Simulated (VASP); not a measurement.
# In in VASP: notebook

The runs below take In through single point, with PBE.

All numbers are computed with VASP 6.6.1; they aren't measurements. Logs are shortened: lines on timing, memory, paths and dates and some standing lists are left out, and cuts for length are marked.

### Step 1. The cell of the first run

The cell holds a slab with vacuum, 6 atoms: a = 3.339 Å, b = 3.339 Å, c = 28.673 Å, α = 90.00°, β = 90.00°, γ = 120.00°.

### Step 2. Single point, PBE

INCAR

```
ALGO = Normal
DIPOL = 0.5 0.5 0.500
EDIFF = 1E-7
ENCUT = 520
GGA = PE
IDIPOL = 3
ISIF = 2
ISMEAR = -1
LASPH = True
LCHARG = True
LDIPOL = True
LELF = True
LREAL = False
LVACPOTAV = True
LVHAR = True
LWAVE = False
NBANDS = 48
NELM = 80
PREC = Accurate
SIGMA = 0.05
```

KPOINTS

```
k-points
0
Gamma
  9 9 1
```

POSCAR

```
In
1.0
    3.3392736332      0.0000000000      0.0000000000
   -1.6696368166      2.8918957965      0.0000000000
    0.0000000000      0.0000000000     28.6733323964
In
6
Direct
    0.6666666667      0.3333333333      0.2615670860
    0.0000000000      0.0000000000      0.3565778439
    0.6666666667      0.3333333333      0.4521926146
    0.3333333333      0.6666666667      0.5478073854
    0.6666666667      0.3333333333      0.6428181433
    0.3333333333      0.6666666667      0.7384329140
```

Potentials or basis: VASP PAW PBE potentials, release 64 (In_d).

Run with:

```
cat potpaw_PBE.64/In_d/POTCAR > POTCAR
mpirun -np 1 vasp_std > vasp.out
```

OUTCAR:

```text
EDIFF = 1E-7
   ENCUT = 520
   GGA = PE
   ISIF = 2
   ISMEAR = -1
   LASPH = True
   LREAL = False
   NELM = 80
   PREC = Accurate

 ion  position               nearest neighbor table
   1  0.667  0.333  0.262-   2 3.34   2 3.34   2 3.34
   2  0.000  0.000  0.357-   1 3.34   1 3.34   1 3.34   3 3.35   3 3.35   3 3.35
   3  0.667  0.333  0.452-   2 3.35   2 3.35   2 3.35   4 3.35   4 3.35   4 3.35
   4  0.333  0.667  0.548-   5 3.34   5 3.34   5 3.34   3 3.35   3 3.35   3 3.35
   5  0.667  0.333  0.643-   4 3.34   4 3.34   4 3.34   6 3.35   6 3.35   6 3.35
   6  0.333  0.667  0.738-   5 3.35   5 3.35   5 3.35

  LATTYP: Found a hexagonal cell.
 ALAT       =     3.3392736332
 C/A-ratio  =     8.5866974516

  Lattice vectors:

 A1 = (   3.3392736332,   0.0000000000,   0.0000000000)
 A2 = (  -1.6696368166,   2.8918957965,   0.0000000000)
 A3 = (   0.0000000000,   0.0000000000,  28.6733323964)

Analysis of symmetry for initial positions (statically):
=====================================================================
 Subroutine PRICEL returns:
 Original cell was already a primitive cell.

 Routine SETGRP: Setting up the symmetry group for a
 hexagonal supercell.

 Subroutine GETGRP returns: Found  6 space group operations
 (whereof  6 operations were pure point group operations)
 out of a pool of 24 trial point group operations.

The static configuration has the point symmetry C_3v.

Analysis of symmetry for dynamics (positions and initial velocities):
=====================================================================
 Subroutine PRICEL returns:
 Original cell was already a primitive cell.

 Routine SETGRP: Setting up the symmetry group for a
 hexagonal supercell.

 Subroutine GETGRP returns: Found  6 space group operations
 (whereof  6 operations were pure point group operations)
 out of a pool of 24 trial point group operations.

The dynamic configuration has the point symmetry C_3v.

 Subroutine INISYM returns: Found  6 space group operations
 (whereof  6 operations are pure point group operations),
 and found     1 'primitive' translations

----------------------------------------------------------------------------------------

                                     Primitive cell

  volume of cell :     276.8935

  direct lattice vectors                    reciprocal lattice vectors
     3.339273633  0.000000000  0.000000000     0.299466324  0.172896963  0.000000000
    -1.669636817  2.891895797  0.000000000     0.000000000  0.345793926  0.000000000
     0.000000000  0.000000000 28.673332396     0.000000000  0.000000000  0.034875611

  length of vectors
     3.339273633  3.339273633 28.673332396     0.345793926  0.345793926  0.034875611

  position of ions in fractional coordinates (direct lattice)
     0.666666667  0.333333333  0.261567086
     0.000000000  0.000000000  0.356577844
     0.666666667  0.333333333  0.452192615
     0.333333333  0.666666667  0.547807385
     0.666666667  0.333333333  0.642818143
     0.333333333  0.666666667  0.738432914

  ion indices of the primitive-cell ions
   primitive index   ion index
                 1           1
                 2           2
                 3           3
                 4           4
                 5           5
                 6           6

----------------------------------------------------------------------------------------

 KPOINTS: k-points

Automatic generation of k-mesh.
 Grid dimensions read from file:
 generate k-points for:    9    9    1

 Generating k-lattice:

  Cartesian coordinates                     Fractional coordinates (reciprocal lattice)
     0.033274036  0.019210774  0.000000000     0.111111111  0.000000000  0.000000000
     0.000000000  0.038421547  0.000000000     0.000000000  0.111111111  0.000000000
     0.000000000  0.000000000  0.034875611     0.000000000  0.000000000  1.000000000

  Length of vectors
     0.038421547  0.038421547  0.034875611

  Shift w.r.t. Gamma in fractional coordinates (k-lattice)
     0.000000000  0.000000000  0.000000000

 Subroutine IBZKPT returns following result:
 ===========================================

 Found     12 irreducible k-points:

 Following reciprocal coordinates:
            Coordinates               Weight
  0.000000  0.000000  0.000000      1.000000
  0.111111  0.000000  0.000000      6.000000
  0.222222  0.000000  0.000000      6.000000
  0.333333  0.000000  0.000000      6.000000
  0.444444  0.000000  0.000000      6.000000
  0.111111  0.111111  0.000000      6.000000
  0.222222  0.111111  0.000000     12.000000
  0.333333  0.111111  0.000000     12.000000
  0.444444  0.111111  0.000000      6.000000
  0.222222  0.222222  0.000000      6.000000
  0.333333  0.222222  0.000000     12.000000
  0.333333  0.333333  0.000000      2.000000
   k-points           NKPTS =     12   k-points in BZ     NKDIM =     12   number of bands    NBANDS=     48
   number of dos      NEDOS =    301   number of ions     NIONS =      6
   total plane-waves  NPLWV = 169344
   dimension x,y,z NGX =    28 NGY =   28 NGZ =  216
   dimension x,y,z NGXF=    56 NGYF=   56 NGZF=  432
   ions per type =               6
   NGX,Y,Z   is equivalent  to a cutoff of  13.94, 13.94, 12.52 a.u.
   NGXF,Y,Z  is equivalent  to a cutoff of  27.88, 27.88, 25.05 a.u.
 SYSTEM =  unknown system
   PREC   = accura    normal or accurate (medium, high low for compatibility)
   ISTART =      0    job   : 0-new  1-cont  2-samecut
   ICHARG =      2    charge: 1-file 2-atom 10-const
   ISPIN  =      1    spin polarized calculation?
   LNONCOLLINEAR =      F non collinear calculations
   LSORBIT =      F    spin-orbit coupling
   LASPH  =      T    aspherical Exc in radial PAW
   ENCUT  =  520.0 eV  38.22 Ry    6.18 a.u.   6.21  6.21 53.31*2*pi/ulx,y,z
   NELM   =     80;   NELMIN=  2; NELMDL= -5     # of ELM steps
   EDIFF  = 0.1E-06   stopping-criterion for ELM
   LREAL  =      F    real-space projection
   EDIFFG = 0.1E-05   stopping-criterion for IOM
   NSW    =      0    number of steps for IOM
   IBRION =     -1    ionic relax: 0-MD 1-quasi-New 2-CG
   NFREE  =      0    steps in history (QN), initial steepest desc. (CG)
   ISIF   =      2    stress and relaxation
   ISYM   =      2    0-nonsym 1-usesym 2-fastsym
   POTIM  = 0.5000    time-step for ionic-motion
   TEBEG  =    0.0;   TEEND  =   0.0 temperature during run
   PSTRESS=    0.0 pullay stress
   NELECT =      78.0000    total number of electrons
   NUPDOWN=      -1.0000    fix difference up-down
   EMIN   =  10.00;   EMAX   =-10.00  energy-range for DOS
   EFERMI =   0.00;   METHOD = LEGACY
   ISMEAR =    -1;   SIGMA  =   0.05  broadening in eV -4-tet -1-fermi 0-gaus
   EFERMI_NEDOS =   21; number of points for ismear=-14 and -15
   IALGO  =     38    algorithm
   IMIX   =      4    mixing-type and parameters
     AMIX     =   0.40;   BMIX     =  1.00
     AMIX_MAG =   1.60;   BMIX_MAG =  1.00
  volume/ion in A,a.u.               =      46.15       311.43
  Fermi-wavevector in a.u.,A,eV,Ry     =   1.073171  2.027998 15.669763  1.151695
  Thomas-Fermi vector in A             =   2.208962
   LORBIT       =      0    0 simple, 1 ext, 2 COOP (PROOUT), +10 PAW based schemes
   GGA     = PE    functional components
   LHFCALC =     F    Hartree Fock is set to
   AEXX    =    0.0000 exact exchange contribution
   IVDW    =     0    specifies the selected vdW correction
   LEPSILON=     F    determine dielectric tensor
   LRPA    =     F    only Hartree local field effects (RPA)
 non-spin polarized calculation
  energy-cutoff  :      520.00
  volume of cell :      276.89
 maximum number of plane-waves:      7492
 NGX is ok and might be reduce to    28
   NGX = 13   NGY = 13   NGZ =107

 dipolmoment           0.000000      0.000000      0.000779 electrons x Angstroem

 number of electron      78.0000016 magnetization

 dipolmoment           0.000000      0.000000     -0.000648 electrons x Angstroem

 Free energy of the ion-electron system (eV)
  ---------------------------------------------------
  ext. energy  EPLUGINS =         0.00000000
  ---------------------------------------------------
  free energy    TOTEN  =       -14.93420218 eV

  energy without entropy =      -14.89154361  energy(sigma->0) =      -14.91287289

 E-fermi :   2.6426     XC(G=0):  -6.3829

 val. band max:        2.6272481482   @ k =   0.2222   0.2222   0.0000
 cond. band min:       2.6487747654   @ k =   0.4444   0.1111   0.0000
 fundamental gap:      0.0215266171
 Fermi energy:         2.6426127377

 k-point     1 :       0.0000    0.0000    0.0000
  band No.  band energies     occupation
      1     -12.0670      2.00000
      2     -12.0559      2.00000
      3     -12.0347      2.00000
      4     -12.0270      2.00000
      5     -12.0139      2.00000
      6     -12.0014      2.00000
[... 40 lines left out ...]
     47      11.0698      0.00000
     48      11.3153      0.00000

 k-point     2 :       0.1111    0.0000    0.0000
  band No.  band energies     occupation
      1     -12.0594      2.00000
      2     -12.0484      2.00000
      3     -12.0264      2.00000
      4     -12.0195      2.00000
      5     -12.0113      2.00000
      6     -12.0023      2.00000
[... 40 lines left out ...]
     47       9.2410      0.00000
     48       9.5959      0.00000

 k-point     3 :       0.2222    0.0000    0.0000
  band No.  band energies     occupation
      1     -12.0940      2.00000
      2     -12.0815      2.00000
      3     -12.0538      2.00000
      4     -12.0309      2.00000
      5     -12.0117      2.00000
      6     -11.9921      2.00000
[... 448 lines left out ...]
     47       4.8178      0.00000
     48       5.4465      0.00000

 k-point    12 :       0.3333    0.3333    0.0000
  band No.  band energies     occupation
      1     -12.0791      2.00000
      2     -12.0783      2.00000
      3     -12.0359      2.00000
      4     -12.0224      2.00000
      5     -12.0146      2.00000
      6     -12.0087      2.00000
[... 40 lines left out ...]
     47       4.1181      0.00000
     48       4.3893      0.00000

------------------------ aborting loop because EDIFF is reached ----------------------------------------

  FORCE on cell =-STRESS in cart. coord.  units (eV):
  Direction    XX          YY          ZZ          XY          YZ          ZX
  --------------------------------------------------------------------------------------
  -------------------------------------------------------------------------------------
  Total        0.5377475      0.5377475      1.7720473      0.0000000      0.0000000      0.0000000
  in kB        3.1115456      3.1115456     10.2535221      0.0000000      0.0000000      0.0000000
  external PRESSURE =       5.4922045 kB  Pullay stress =       0.0000000 kB

 VOLUME and BASIS-vectors are now :
 -----------------------------------------------------------------------------
  energy-cutoff  :      520.00
  volume of cell :      276.89
      direct lattice vectors                 reciprocal lattice vectors
     3.339273633  0.000000000  0.000000000     0.299466324  0.172896963  0.000000000
    -1.669636817  2.891895797  0.000000000     0.000000000  0.345793926  0.000000000
     0.000000000  0.000000000 28.673332396     0.000000000  0.000000000  0.034875611

 POSITION                                       TOTAL-FORCE (eV/Angst)
 -----------------------------------------------------------------------------------
      1.66964      0.96397      7.50000         0.000000      0.000000     -0.132932
      0.00000      0.00000     10.22428         0.000000     -0.000000      0.011134
      1.66964      0.96397     12.96587        -0.000000     -0.000000     -0.051362
     -0.00000      1.92793     15.70746         0.000000     -0.000000      0.061663
      1.66964      0.96397     18.43174         0.000000     -0.000000     -0.019964
     -0.00000      1.92793     21.17333        -0.000000      0.000000      0.131460
 -----------------------------------------------------------------------------------
    total drift:                               -0.000000      0.000000      0.000197

  FREE ENERGIE OF THE ION-ELECTRON SYSTEM (eV)
  ---------------------------------------------------
  free  energy   TOTEN  =       -14.9342021820 eV

  energy  without entropy=      -14.8915436073  energy(sigma->0) =      -14.91287289

 vacuum level on the upper side and lower side of the slab         6.463         6.475
```

Run time: 8.3 min. Hardware: 1 thread of Intel Xeon Platinum 8259CL at 2.50GHz (Skylake/Cascade Lake), shared host; peak memory 0.44 GiB.

Results:

```yaml
Free_energy: -14.9342 eV
Largest_force: 0.133 eV/Å
Band_gap_on_the_k_mesh: zero (bands 39 and 40 overlap by 2.71 eV)
```

Forces in eV/Å, atoms in the order of the input:
```
In   0.000  0.000 -0.133
In   0.000  0.000  0.011
In   0.000  0.000 -0.051
In   0.000  0.000  0.062
In   0.000  0.000 -0.020
In   0.000  0.000  0.131
```

Levels at points of the mesh, in eV from the Fermi level:
```csv
k point,band 34,band 35,band 36,band 37,band 38,band 39,band 40,band 41,band 42,band 43
"(0.00, 0.00, 0.00)",-7.44,-6.31,-5.07,-2.77,-1.20,0.65,2.41,3.35,4.19,4.48
```

Caveat: spin-orbit coupling is left out, which moves the levels of the heavy elements.

### Step 3. Single point, PBE

INCAR

```
SYSTEM = In
  ALGO = Normal
  EDIFF = 1E-6
  ENCUT = 520
  GGA = PE
  ISIF = 2
  ISMEAR = -1
  LASPH = .True.
  LCHARG = .False.
  LREAL = .False.
  LWAVE = .False.
  NBANDS = 48
  NELM = 100
  PREC = Accurate
  SIGMA = 0.05
```

KPOINTS

```
k-points
0
Gamma
  9 9 1
  0 0 0
```

POSCAR is that of step 2.

Potentials or basis: VASP PAW PBE potentials, release 64 (In_d).

Run with:

```
cat potpaw_PBE.64/In_d/POTCAR > POTCAR
mpirun -np 1 vasp_std > vasp.out
```

OUTCAR:

```text
SYSTEM = In
   EDIFF = 1E-6
   ENCUT = 520
   GGA = PE
   ISIF = 2
   ISMEAR = -1
   LASPH = .True.
   LREAL = .False.
   NELM = 100
   PREC = Accurate

 ion  position               nearest neighbor table
   1  0.667  0.333  0.262-   2 3.34   2 3.34   2 3.34
   2  0.000  0.000  0.357-   1 3.34   1 3.34   1 3.34   3 3.35   3 3.35   3 3.35
   3  0.667  0.333  0.452-   2 3.35   2 3.35   2 3.35   4 3.35   4 3.35   4 3.35
   4  0.333  0.667  0.548-   5 3.34   5 3.34   5 3.34   3 3.35   3 3.35   3 3.35
   5  0.667  0.333  0.643-   4 3.34   4 3.34   4 3.34   6 3.35   6 3.35   6 3.35
   6  0.333  0.667  0.738-   5 3.35   5 3.35   5 3.35

[... 804 lines left out ...]
  Total        0.5383604      0.5383604      1.7729893      0.0000000      0.0000000      0.0000000
  in kB        3.1150919      3.1150919     10.2589728      0.0000000      0.0000000      0.0000000
  external PRESSURE =       5.4963855 kB  Pullay stress =       0.0000000 kB

 VOLUME and BASIS-vectors are now :
 -----------------------------------------------------------------------------
  energy-cutoff  :      520.00
  volume of cell :      276.89
      direct lattice vectors                 reciprocal lattice vectors
     3.339273633  0.000000000  0.000000000     0.299466324  0.172896963  0.000000000
    -1.669636817  2.891895797  0.000000000     0.000000000  0.345793926  0.000000000
     0.000000000  0.000000000 28.673332396     0.000000000  0.000000000  0.034875611

 POSITION                                       TOTAL-FORCE (eV/Angst)
 -----------------------------------------------------------------------------------
      1.66964      0.96397      7.50000        -0.000000      0.000000     -0.133113
      0.00000      0.00000     10.22428        -0.000000      0.000000      0.011062
      1.66964      0.96397     12.96587        -0.000000      0.000000     -0.051273
     -0.00000      1.92793     15.70746        -0.000000      0.000000      0.061630
      1.66964      0.96397     18.43174        -0.000000      0.000000     -0.019992
     -0.00000      1.92793     21.17333         0.000000     -0.000000      0.131686
 -----------------------------------------------------------------------------------
    total drift:                               -0.000000      0.000000      0.000252

  FREE ENERGIE OF THE ION-ELECTRON SYSTEM (eV)
  ---------------------------------------------------
  free  energy   TOTEN  =       -14.9342015690 eV

  energy  without entropy=      -14.8915427898  energy(sigma->0) =      -14.91287218
```

It took 7.6 min on 1 thread of Intel Xeon Platinum 8259CL at 2.50GHz (Skylake/Cascade Lake), shared host; peak memory 0.45 GiB.

Results:

* Free energy: -14.9342 eV
* Largest force: 0.133 eV/Å
* Band gap on the k mesh: zero (bands 39 and 40 overlap by 2.71 eV)

Forces in eV/Å, atoms in the order of the input:
```
In   0.000  0.000 -0.133
In   0.000  0.000  0.011
In   0.000  0.000 -0.051
In   0.000  0.000  0.062
In   0.000  0.000 -0.020
In   0.000  0.000  0.132
```

Caveat: spin-orbit coupling is left out, which moves the levels of the heavy elements.
